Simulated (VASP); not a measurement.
Input of a VASP 6.6.1 run:

File INCAR:

```
  PREC = Accurate
  ENCUT = 520
  EDIFF = 1E-6
  ISMEAR = 0
  SIGMA = 0.1
  LREAL = F
  LASPH = T
  NELM = 60
  ALGO = Normal
  ISIF = 2
  LWAVE = F
  LCHARG = F
  GGA = PE
  ISYM = 0
  NBANDS = 35
```

The input KPOINTS:

```
Automatic mesh
0
Gamma
  3 2 2
  0 0.5 0.5
```

POSCAR

```
Li3Mg3Al2GaSi3
1.0
    4.1172054441      2.3273205925      0.3309212485
   -0.0888104069      5.4198492343      4.9150262034
    4.7825997853     -2.8684334895      5.0033573343
Li Mg Al Si Ga
3 3 2 3 1
Direct
    0.1590485723      0.9023635875      0.2923224020
    0.5476869058      0.7696732375      0.5043371740
    0.5394783190      0.1661872641      0.0879800069
    0.0454496128      0.6233325162      0.6430893625
    0.9565830724      0.7109761635      0.0543077582
    0.4681091517      0.1799001964      0.5125038606
    0.9164451338      0.0234083604      0.7075981770
    0.3406082030      0.9626500312      0.8872842258
   -0.0304243863      0.3496477851      0.9395397855
    0.6015480889      0.4338643437      0.7544071269
    0.5042406725      0.5044950053      0.2442726923
    0.9560880827      0.3768479581      0.3788552371
```

Potentials or basis: VASP PAW PBE potentials, release 64 (Li_sv, Mg, Al, Si, Ga_d).

Command:

```bash
$ cat potpaw_PBE.64/Li_sv/POTCAR potpaw_PBE.64/Mg/POTCAR potpaw_PBE.64/Al/POTCAR potpaw_PBE.64/Si/POTCAR potpaw_PBE.64/Ga_d/POTCAR > POTCAR
$ mpirun -np 1 vasp_std > vasp.out
```

Estimate the largest force.

0.024 eV/Å.

What does it give for the band gap on the k mesh?

Zero (bands 23 and 24 overlap by 0.40 eV).

Forces on the atoms (eV/Å):
```
Li   0.002 -0.006 -0.003
Li   0.008 -0.009  0.000
Li  -0.002  0.007 -0.002
Mg   0.006 -0.014 -0.002
Mg   0.001 -0.007 -0.017
Mg  -0.006  0.012  0.018
Al  -0.007 -0.001 -0.001
Al  -0.020  0.009  0.011
Si   0.021  0.005  0.006
Si  -0.016 -0.014  0.004
Si   0.006  0.001 -0.015
Ga   0.007  0.017  0.001
```

Caveat: the k points lie up to 0.52 Å⁻¹ apart.
